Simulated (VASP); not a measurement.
# Sc (I4/mmm) in VASP: notebook

Sc is run at these levels: PBEsol; tasks: single point.

Everything below comes from runs of VASP 6.6.1. Logs are shortened: lines on timing, memory, paths and dates and some standing lists are left out, and cuts for length are marked.

### 1 The cell of the first run

Symmetry: I4/mmm, No. 139, tetragonal system. The conventional cell has a = 3.211 Å, b = 3.211 Å, c = 4.427 Å, α = 90.00°, β = 90.00°, γ = 90.00°. Sc (site symmetry 4/mmm) has 12 Sc at 3.17 to 3.21 Å within 4.2 Å.

### 2 Single point, PBEsol (strain +0.000 along x and y, -0.025 along z)

Contents of INCAR:

```
SYSTEM = Sc
PREC = Accurate
ENCUT = 520
EDIFF = 1E-6
ISMEAR = 0
SIGMA = 0.15
LREAL = .FALSE.
LASPH = .TRUE.
NELM = 80
ALGO = Fast
ISIF = 2
LWAVE = .FALSE.
LCHARG = .TRUE.
GGA = PS
LELF = .TRUE.
LVHAR = .TRUE.
NBANDS = 12
```

Contents of KPOINTS:

```
Automatic mesh
0
G
  18 18 18
  0 0 0
```

Contents of POSCAR:

```
Sc
1.0
    0.0000000000      2.2705000000      2.2137375000
    2.2705000000      0.0000000000      2.2137375000
    2.2705000000      2.2705000000      0.0000000000
Sc
1
Direct
    0.0000000000      0.0000000000      0.0000000000
```

Potentials or basis: VASP PAW PBE potentials, release 64 (Sc_sv).

Command:

```console
> cat potpaw_PBE.64/Sc_sv/POTCAR > POTCAR
> mpirun -np 1 vasp_std > vasp.out
```

OUTCAR:

```text
SYSTEM = Sc
   PREC = Accurate
   ENCUT = 520
   EDIFF = 1E-6
   ISMEAR = 0
   LREAL = .FALSE.
   LASPH = .TRUE.
   NELM = 80
   ISIF = 2
   GGA = PS

 ion  position               nearest neighbor table
   1  0.000  0.000  0.000-

  LATTYP: Found a body centered tetragonal cell.
 ALAT       =     3.2109718934
 C/A-ratio  =     1.3788582233

  Lattice vectors:

 A1 = (   0.0000000000,  -2.2705000000,  -2.2137375000)
 A2 = (   0.0000000000,   2.2705000000,  -2.2137375000)
 A3 = (   2.2705000000,   0.0000000000,   2.2137375000)

Analysis of symmetry for initial positions (statically):
=====================================================================
 Subroutine PRICEL returns:
 Original cell was already a primitive cell.

 Routine SETGRP: Setting up the symmetry group for a
 body centered tetragonal supercell.

 Subroutine GETGRP returns: Found 16 space group operations
 (whereof 16 operations were pure point group operations)
 out of a pool of 16 trial point group operations.

The static configuration has the point symmetry D_4h.

Analysis of symmetry for dynamics (positions and initial velocities):
=====================================================================
 Subroutine PRICEL returns:
 Original cell was already a primitive cell.

 Routine SETGRP: Setting up the symmetry group for a
 body centered tetragonal supercell.

 Subroutine GETGRP returns: Found 16 space group operations
 (whereof 16 operations were pure point group operations)
 out of a pool of 16 trial point group operations.

The dynamic configuration has the point symmetry D_4h.

 Subroutine INISYM returns: Found 16 space group operations
 (whereof 16 operations are pure point group operations),
 and found     1 'primitive' translations

----------------------------------------------------------------------------------------

                                     Primitive cell

  volume of cell :      22.8244

  direct lattice vectors                    reciprocal lattice vectors
     0.000000000  2.270500000  2.213737500    -0.220215811  0.220215811  0.225862371
     2.270500000  0.000000000  2.213737500     0.220215811 -0.220215811  0.225862371
     2.270500000  2.270500000  0.000000000     0.220215811  0.220215811 -0.225862371

  length of vectors
     3.171088767  3.171088767  3.210971893     0.384712643  0.384712643  0.384712643

  position of ions in fractional coordinates (direct lattice)
     0.000000000  0.000000000  0.000000000

  ion indices of the primitive-cell ions
   primitive index   ion index
                 1           1

----------------------------------------------------------------------------------------

 KPOINTS: Automatic mesh

Automatic generation of k-mesh.
 Grid dimensions read from file:
 generate k-points for:   18   18   18

 Generating k-lattice:

  Cartesian coordinates                     Fractional coordinates (reciprocal lattice)
    -0.012234212  0.012234212  0.012547909     0.055555556  0.000000000  0.000000000
     0.012234212 -0.012234212  0.012547909     0.000000000  0.055555556  0.000000000
     0.012234212  0.012234212 -0.012547909     0.000000000  0.000000000  0.055555556

  Length of vectors
     0.021372925  0.021372925  0.021372925

  Shift w.r.t. Gamma in fractional coordinates (k-lattice)
     0.000000000  0.000000000  0.000000000

 Subroutine IBZKPT returns following result:
 ===========================================

 Found    480 irreducible k-points:

 Following reciprocal coordinates:
            Coordinates               Weight
  0.000000  0.000000  0.000000      1.000000
  0.055556  0.000000  0.000000      8.000000
  0.111111  0.000000  0.000000      8.000000
  0.166667  0.000000  0.000000      8.000000
  0.222222  0.000000  0.000000      8.000000
  0.277778  0.000000  0.000000      8.000000
[... 16 lines left out ...]
 -0.277778  0.055556  0.000000      8.000000
 -0.222222  0.055556  0.000000      8.000000
 [... further k-points ...]
   k-points           NKPTS =    480   k-points in BZ     NKDIM =    480   number of bands    NBANDS=     12
   number of dos      NEDOS =    301   number of ions     NIONS =      1
   total plane-waves  NPLWV =  13824
   dimension x,y,z NGX =    24 NGY =   24 NGZ =   24
   dimension x,y,z NGXF=    48 NGYF=   48 NGZF=   48
   ions per type =               1
   NGX,Y,Z   is equivalent  to a cutoff of  12.58, 12.58, 12.43 a.u.
   NGXF,Y,Z  is equivalent  to a cutoff of  25.16, 25.16, 24.85 a.u.
 SYSTEM =  Sc
   PREC   = accura    normal or accurate (medium, high low for compatibility)
   ISTART =      0    job   : 0-new  1-cont  2-samecut
   ICHARG =      2    charge: 1-file 2-atom 10-const
   ISPIN  =      1    spin polarized calculation?
   LNONCOLLINEAR =      F non collinear calculations
   LSORBIT =      F    spin-orbit coupling
   LASPH  =      T    aspherical Exc in radial PAW
   ENCUT  =  520.0 eV  38.22 Ry    6.18 a.u.   5.90  5.90  5.97*2*pi/ulx,y,z
   NELM   =     80;   NELMIN=  2; NELMDL= -5     # of ELM steps
   EDIFF  = 0.1E-05   stopping-criterion for ELM
   LREAL  =      F    real-space projection
[... 7 lines left out ...]
   TEBEG  =    0.0;   TEEND  =   0.0 temperature during run
   PSTRESS=    0.0 pullay stress
   NELECT =      11.0000    total number of electrons
   NUPDOWN=      -1.0000    fix difference up-down
   EMIN   =  10.00;   EMAX   =-10.00  energy-range for DOS
   EFERMI =   0.00;   METHOD = LEGACY
   ISMEAR =     0;   SIGMA  =   0.15  broadening in eV -4-tet -1-fermi 0-gaus
   EFERMI_NEDOS =   21; number of points for ismear=-14 and -15
   IALGO  =     68    algorithm
   IMIX   =      4    mixing-type and parameters
     AMIX     =   0.40;   BMIX     =  1.00
     AMIX_MAG =   1.60;   BMIX_MAG =  1.00
  volume/ion in A,a.u.               =      22.82       154.03
  Fermi-wavevector in a.u.,A,eV,Ry     =   1.283530  2.425520 22.414907  1.647449
  Thomas-Fermi vector in A             =   2.415777
   LORBIT       =      0    0 simple, 1 ext, 2 COOP (PROOUT), +10 PAW based schemes
   GGA     = PS    functional components
   LHFCALC =     F    Hartree Fock is set to
   AEXX    =    0.0000 exact exchange contribution
   IVDW    =     0    specifies the selected vdW correction
   LEPSILON=     F    determine dielectric tensor
   LRPA    =     F    only Hartree local field effects (RPA)
 non-spin polarized calculation
 RMM-DIIS sequential band-by-band and
 Gauss-broadening in eV      SIGMA  =   0.15
  energy-cutoff  :      520.00
  volume of cell :       22.82
 maximum number of plane-waves:       628
   NGX = 11   NGY = 11   NGZ = 11

 number of electron      11.0000001 magnetization

 Free energy of the ion-electron system (eV)
  ---------------------------------------------------
  ext. energy  EPLUGINS =         0.00000000
  ---------------------------------------------------
  free energy    TOTEN  =        -6.56374700 eV

  energy without entropy =       -6.54405043  energy(sigma->0) =       -6.55389872

 E-fermi :   4.0983     XC(G=0): -10.3053

 val. band max:        4.0970829344   @ k =  -0.3889   0.1667   0.1111
 cond. band min:       4.1031253446   @ k =  -0.3333   0.0556   0.2222
 fundamental gap:      0.0060424101
 Fermi energy:         4.0982947648

 k-point     1 :       0.0000    0.0000    0.0000
  band No.  band energies     occupation
      1     -44.9209      2.00000
      2     -23.3733      2.00000
      3     -23.3732      2.00000
      4     -23.3732      2.00000
      5      -1.2429      2.00000
      6       5.7225      0.00000
      7       5.7225      0.00000
      8       5.8962      0.00000
      9       7.2036      0.00000
     10       7.4094      0.00000
     11      17.0529      0.00000
     12      20.5663      0.00000

 k-point     2 :       0.0556    0.0000    0.0000
  band No.  band energies     occupation
      1     -44.9184      2.00000
      2     -23.3896      2.00000
      3     -23.3755      2.00000
      4     -23.3750      2.00000
      5      -1.1584      2.00000
      6       5.6826      0.00000
      7       5.7550      0.00000
      8       5.9035      0.00000
      9       7.1820      0.00000
     10       7.3827      0.00000
     11      17.1452      0.00000
     12      19.9866      0.00000

 k-point     3 :       0.1111    0.0000    0.0000
  band No.  band energies     occupation
      1     -44.9111      2.00000
      2     -23.4364      2.00000
      3     -23.3822      2.00000
      4     -23.3801      2.00000
      5      -0.9097      2.00000
      6       5.5239      0.00000
      7       5.8376      0.00000
      8       5.9685      0.00000
      9       7.1364      0.00000
     10       7.3192      0.00000
     11      17.3361      0.00000
     12      18.7609      0.00000
[... 286 lines left out ...]
 k-point    23 :      -0.2778    0.0556    0.0000
  band No.  band energies     occupation
      1     -44.8656      2.00000
      2     -23.7087      2.00000
      3     -23.4295      2.00000
      4     -23.4173      2.00000
      5       0.8625      2.00000
      6       4.6579      0.00000
      7       5.8924      0.00000
      8       5.9488      0.00000
      9       7.3422      0.00000
     10       7.8099      0.00000
     11      14.2792      0.00000
     12      17.4524      0.00000

 k-point    24 :      -0.2222    0.0556    0.0000
  band No.  band energies     occupation
      1     -44.8800      2.00000
      2     -23.6214      2.00000
      3     -23.4192      2.00000
      4     -23.4038      2.00000
      5       0.2542      2.00000
      6       4.8851      0.00000
      7       5.9942      0.00000
      8       6.0440      0.00000
      9       7.0641      0.00000
     10       7.5818      0.00000
     11      15.5010      0.00000
     12      17.7761      0.00000

 [... further k-points ...]

------------------------ aborting loop because EDIFF is reached ----------------------------------------

  FORCE on cell =-STRESS in cart. coord.  units (eV):
  Direction    XX          YY          ZZ          XY          YZ          ZX
  --------------------------------------------------------------------------------------
  -------------------------------------------------------------------------------------
  Total        0.2289635      0.2289635      0.3339682      0.0000000      0.0000000      0.0000000
  in kB       16.0722864     16.0722864     23.4431813      0.0000000      0.0000000      0.0000000
  external PRESSURE =      18.5292513 kB  Pullay stress =       0.0000000 kB

 VOLUME and BASIS-vectors are now :
 -----------------------------------------------------------------------------
  energy-cutoff  :      520.00
  volume of cell :       22.82
      direct lattice vectors                 reciprocal lattice vectors
     0.000000000  2.270500000  2.213737500    -0.220215811  0.220215811  0.225862371
     2.270500000  0.000000000  2.213737500     0.220215811 -0.220215811  0.225862371
     2.270500000  2.270500000  0.000000000     0.220215811  0.220215811 -0.225862371

 POSITION                                       TOTAL-FORCE (eV/Angst)
 -----------------------------------------------------------------------------------
      0.00000      0.00000      0.00000         0.000000      0.000000     -0.000000
 -----------------------------------------------------------------------------------
    total drift:                               -0.000000     -0.000000     -0.000000

  FREE ENERGIE OF THE ION-ELECTRON SYSTEM (eV)
  ---------------------------------------------------
  free  energy   TOTEN  =        -6.5637470014 eV

  energy  without entropy=       -6.5440504290  energy(sigma->0) =       -6.55389872
```

Wall time 2.1 min (1 thread of Intel Xeon 8259CL, shared host); peak memory 0.24 GiB.

What came out:

```yaml
Free_energy: -6.5637 eV
Pressure: 1.9 GPa
Band_gap_on_the_k_mesh: zero (an odd number of electrons rules out a gap without spin polarisation)
```

Levels at points of the mesh, in eV from the Fermi level:
```tsv
k point	band 3	band 4	band 5	band 6	band 7	band 8
(0.00, 0.00, 0.00)	-27.47	-27.47	-5.34	1.62	1.62	1.80
(0.50, 0.00, 0.00)	-27.55	-27.53	-1.87	0.39	1.45	1.66
(0.50, 0.50, 0.00)	-27.67	-27.67	-1.67	-0.79	2.46	4.20
(0.50, 0.00, 0.50)	-27.66	-27.63	-1.71	-0.72	2.07	4.21
```

Caveat: the cell differs from its parent crystal (strain +0.000 along x and y, -0.025 along z); the PAW data sets were made with another functional, which shifts forces and pressure a little.

### 3 Single point, PBEsol (strain -0.025 along x and y, +0.050 along z)

Contents of INCAR:

```
SYSTEM = Sc
  ALGO = Fast
  EDIFF = 1E-6
  ENCUT = 520
  GGA = PS
  ISIF = 2
  ISMEAR = 0
  LASPH = .TRUE.
  LCHARG = .FALSE.
  LREAL = .FALSE.
  LWAVE = .FALSE.
  NBANDS = 12
  NELM = 80
  PREC = Accurate
  SIGMA = 0.15
```

Contents of KPOINTS:

```
k-points
0
G
  18 18 18
  0 0 0
```

Contents of POSCAR:

```
Sc
1.0
    0.0000000000      2.2137375000      2.3840250000
    2.2137375000      0.0000000000      2.3840250000
    2.2137375000      2.2137375000      0.0000000000
Sc
1
Direct
    0.0000000000      0.0000000000      0.0000000000
```

Potentials or basis: VASP PAW PBE potentials, release 64 (Sc_sv).

Command:

```console
> cat potpaw_PBE.64/Sc_sv/POTCAR > POTCAR
> mpirun -np 1 vasp_std > vasp.out
```

Wall time 2.2 min (1 thread of Intel Xeon 8259CL, shared host); peak memory 0.24 GiB.

Results (log left out):

```
Free energy            : -6.5604 eV
Pressure               : 0.5 GPa
Band gap on the k mesh : zero (an odd number of electrons rules out a gap without spin polarisation)
```

Stress tensor (GPa, compression positive):
```
 1.33  0.00  0.00
 0.00  1.33  0.00
 0.00  0.00 -1.17
```

Levels at points of the mesh, in eV from the Fermi level:
| k point | band 3 | band 4 | band 5 | band 6 | band 7 | band 8 |
| --- | --- | --- | --- | --- | --- | --- |
| (0.00, 0.00, 0.00) | -27.56 | -27.55 | -5.30 | 1.31 | 1.84 | 1.84 |
| (0.50, 0.00, 0.00) | -27.64 | -27.59 | -1.84 | 0.35 | 1.25 | 1.81 |
| (0.50, 0.50, 0.00) | -27.69 | -27.69 | -1.71 | -0.61 | 1.41 | 4.12 |
| (0.50, 0.00, 0.50) | -27.79 | -27.70 | -1.61 | -0.73 | 2.49 | 4.04 |

Caveat: the cell differs from its parent crystal (strain -0.025 along x and y, +0.050 along z); the PAW data sets were made with another functional, which shifts forces and pressure a little.

### 4 Single point, PBEsol (strain +0.000 along x and y, +0.025 along z)

Contents of INCAR:

```
PREC     = Accurate       # precision mode
ENCUT    = 520            # plane-wave cutoff, eV
EDIFF    = 1E-6           # SCF threshold, eV
ISMEAR   = 0              # smearing method
SIGMA    = 0.15           # smearing width, eV
LREAL    = False          # projectors in reciprocal space
LASPH    = True           # aspherical terms in the spheres
NELM     = 80             # most SCF steps
ALGO     = Normal         # electronic algorithm
ISIF     = 2              # what is computed and relaxed
LWAVE    = False          # write WAVECAR
LCHARG   = False          # write CHGCAR
GGA      = PS             # functional
NBANDS   = 12             # bands
```

Contents of KPOINTS:

```
regular mesh
0
Gamma
  18 18 18
```

Contents of POSCAR:

```
Sc
1.0
    0.0000000000      2.2705000000      2.3272625000
    2.2705000000      0.0000000000      2.3272625000
    2.2705000000      2.2705000000      0.0000000000
Sc
1
Direct
    0.0000000000      0.0000000000      0.0000000000
```

Command:

```console
> cat potpaw_PBE.64/Sc_sv/POTCAR > POTCAR
> mpirun -np 1 vasp_std > vasp.out
```

Wall time 1.8 min (1 thread of Intel Xeon 8259CL, shared host); peak memory 0.24 GiB.

The run converged. Its results:

```
Free energy            : -6.5679 eV
Pressure               : -0.8 GPa
Band gap on the k mesh : zero (an odd number of electrons rules out a gap without spin polarisation)
```

Stress tensor (GPa, compression positive):
```
-0.60  0.00  0.00
 0.00 -0.60  0.00
 0.00  0.00 -1.35
```

Levels at points of the mesh, in eV from the Fermi level:
```tsv
k point	band 1	band 2	band 3	band 4	band 5	band 6	band 7	band 8	band 9	band 10
(0.00, 0.00, 0.00)	-49.15	-27.64	-27.64	-27.64	-5.25	1.50	1.67	1.67	2.94	3.14
(0.50, 0.00, 0.00)	-49.08	-28.08	-27.70	-27.69	-1.81	0.29	1.41	1.59	3.94	4.02
(0.50, 0.50, 0.00)	-49.07	-28.05	-27.78	-27.78	-1.61	-0.64	1.77	3.98	4.22	4.22
(0.50, 0.00, 0.50)	-49.06	-28.05	-27.81	-27.79	-1.57	-0.68	2.13	3.97	4.16	4.29
```

Caveat: the cell differs from its parent crystal (strain +0.000 along x and y, +0.025 along z); the PAW data sets were made with another functional, which shifts forces and pressure a little.

### 5 Single point, PBEsol (strain +0.000 along x and y, +0.050 along z)

Contents of INCAR:

```
PREC = Accurate ; ENCUT = 520
EDIFF = 1E-6 ; ISMEAR = 0
SIGMA = 0.15 ; LREAL = False
LASPH = True ; NELM = 80
ALGO = Normal ; ISIF = 2
LWAVE = False ; LCHARG = False
GGA = PS ; NBANDS = 12
```

KPOINTS is that of step 4.

Contents of POSCAR:

```
Sc
1.0
    0.0000000000      2.2705000000      2.3840250000
    2.2705000000      0.0000000000      2.3840250000
    2.2705000000      2.2705000000      0.0000000000
Sc
1
Direct
    0.0000000000      0.0000000000      0.0000000000
```

Command:

```console
> cat potpaw_PBE.64/Sc_sv/POTCAR > POTCAR
> mpirun -np 1 vasp_std > vasp.out
```

It took 1.9 min on 1 thread of Intel Xeon 8259CL, shared host; peak memory 0.25 GiB.

It converged, with:

- Free energy: -6.5601 eV
- Pressure: -2.0 GPa
- Band gap on the k mesh: zero (an odd number of electrons rules out a gap without spin polarisation)

Stress tensor (GPa, compression positive):
```
-1.53  0.00  0.00
 0.00 -1.53  0.00
 0.00  0.00 -3.06
```

Levels at points of the mesh, in eV from the Fermi level:
```tsv
k point	band 3	band 4	band 5	band 6	band 7	band 8
(0.00, 0.00, 0.00)	-27.72	-27.72	-5.20	1.37	1.70	1.70
(0.50, 0.00, 0.00)	-27.79	-27.76	-1.78	0.25	1.30	1.64
(0.50, 0.50, 0.00)	-27.84	-27.84	-1.59	-0.57	1.48	3.88
(0.50, 0.00, 0.50)	-27.90	-27.85	-1.51	-0.66	2.16	3.84
```

Caveat: the cell differs from its parent crystal (strain +0.000 along x and y, +0.050 along z); the PAW data sets were made with another functional, which shifts forces and pressure a little.

### 6 The runs side by side

| cell | gap on the mesh (eV) | pressure (GPa) |
| --- | --- | --- |
| a = 3.171, b = 3.171, c = 3.211 Å, angles 59.6, 59.6, 60.8°, 1 atom | none | 1.9 |
| a = 3.253, b = 3.253, c = 3.131 Å, angles 61.2, 61.2, 57.5°, 1 atom | none | 0.5 |
| a = 3.251, b = 3.251, c = 3.211 Å, angles 60.4, 60.4, 59.2°, 1 atom | none | -0.8 |
| a = 3.292, b = 3.292, c = 3.211 Å, angles 60.8, 60.8, 58.4°, 1 atom | none | -2.0 |

Alike in all rows: task single point; level PBEsol; potentials or basis VASP PAW PBE potentials, release 64 (Sc_sv); no spin polarisation; k mesh 18 × 18 × 18; cutoff (eV) 520; smearing gaussian 0.15 eV.

Caveats: the PAW data sets were made with another functional, which shifts forces and pressure a little.

Total energies depend on the potentials used, so only differences within one code and one set of settings carry meaning.
